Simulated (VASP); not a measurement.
Runs of VASP 6.6.1 on Sb. The structure is that of space group Im-3m (No. 229), or close to it. The cells are those of the table. 

```csv
task,level,potentials or basis,cell,cutoff (eV),gap on the mesh (eV),pressure (GPa),relaxed volume (Å³/atom)
single point,PBEsol,"VASP PAW PBE potentials, release 64 (Sb)","a = 3.240 Å, angles 109.5°, 1 atom",520,none,0.0,-
single point,PBE+D4,"VASP PAW PBE potentials, release 64 (Sb)","a = 3.240 Å, angles 109.5°, 1 atom",520,none,-0.1,-
single point,LDA,"VASP PAW LDA potentials, release 64 (Sb)","a = 3.221 Å, angles 109.5°, 1 atom",520,none,0.1,-
relaxation of cell and atoms,LDA,"VASP PAW LDA potentials, release 64 (Sb)","relaxed from a = 2.988 Å, angles 109.5°, 1 atom",600,none,-0.1,25.81
relaxation of cell and atoms,PBEsol,"VASP PAW PBE potentials, release 64 (Sb)","relaxed from a = 2.988 Å, angles 109.5°, 1 atom",600,none,-0.1,(a)
```

Alike in all rows: no spin polarisation; k mesh 10 × 10 × 10; smearing fermi-dirac 0.1 eV.

**Question.** Estimate the missing entries.

**Answer.** (a) 26.23.

Caveats: spin-orbit coupling is left out, which moves the levels of the heavy elements; the PAW data sets were made with another functional, which shifts forces and pressure a little (some runs); the volume moved by over 15 % at a fixed basis, so the end points are rough (some runs); pairwise dispersion overbinds metals, which lowers pressure and volume (some runs); the volume moved by +26 % from the deposited cell, more than functionals usually miss (some runs); the volume moved by +28 % from the deposited cell, more than functionals usually miss (some runs).

A k mesh can miss the band edges, and the runs leave out spin-orbit coupling on Sb.

A gap of «none» marks levels without a gap at the run's occupations.
